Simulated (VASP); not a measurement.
## CdF2: single point with r2SCAN

CdF2:

```
Cd F
1.0
     2.66497    2.66497    0.00000
    -2.66497    2.66497    0.00000
     0.00000    2.66497    2.66497
Cd F
1 2
Direct
  0.00000 0.00000 0.00000
  0.25000 0.75000 0.50000
  0.75000 0.25000 0.50000
```

| Property | Result |
| --- | --- |
| Program | VASP 6.6.1 |
| Task | single point |
| Functional | r2SCAN |
| Potentials or basis | VASP PAW PBE potentials, release 64 (Cd_sv_GW, F) |
| Cutoff | 770 eV |
| k mesh | 8 × 8 × 8 |
| Occupations | gaussian, width 0.01 eV |
| Spin | no spin polarisation |

```json
{"Pressure": "3.6 GPa", "Band gap on the k mesh": "3.91 eV (least direct gap 4.38 eV)"}
```

Levels at points of the mesh, in eV from the valence-band top:
```
           k point  band 15  band 16  band 17  band 18  band 19  band 20
(0.00, 0.00, 0.00)    -0.47    -0.47    -0.47     3.91    13.77    13.77
(0.50, 0.00, 0.00)    -1.98    -0.39    -0.39     8.28     9.80    15.92
(0.50, 0.50, 0.00)    -0.59    -0.10    -0.10     9.19    10.77    12.29
```

Wall time 2.3 min on 1 thread of Intel(R) Xeon(R) Platinum 8488C (Sapphire Rapids) (shared host), peak memory 0.25 GiB.

Caveat: the cell stands under pressure; the PAW data sets were made with another functional, which shifts forces and pressure a little. A k mesh can miss the band edges.
